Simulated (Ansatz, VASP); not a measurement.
**Two plane-wave programs on Al3N**

```xyz
4
Lattice="3.8568 0.0000 0.0000 0.0000 3.8568 0.0000 0.0000 0.0000 3.8568" Properties=species:S:1:pos:R:3 pbc="T T T"
Al    0.0000    1.9284    1.9284
Al    1.9284    1.9284    0.0000
Al    1.9284    0.0000    1.9284
N     0.0000    0.0000    0.0000
```

Change from the starting cell: species swapped into the NdDy3 type (Pm-3m, No. 221).

Alike in both runs: functional PBE; k mesh 5 × 5 × 5; occupations gaussian, width 0.2 eV; no spin polarisation.

Ansatz relaxed the structure, and its values are those at the end. VASP's run is a single point on that final structure, the one shown.

```csv
,VASP,Ansatz
version,VASP 6.6.1,Ansatz 0.2.0
potentials or method,"VASP PAW PBE potentials, release 64 (Al, N), cutoff 600 eV","scalar-relativistic, plane waves, PAW"
valence electrons in the cell,14,14
```

```tsv
	VASP	Ansatz	Ansatz less VASP
gap on the k mesh at the Fermi level (eV)	none	none	-
pressure (GPa)	-0.3	-0.2	+0.11
```

A gap of «none» marks a metal or a gap that the smearing closes. With one functional, cell and mesh, what is left measures potentials, basis and numerics.
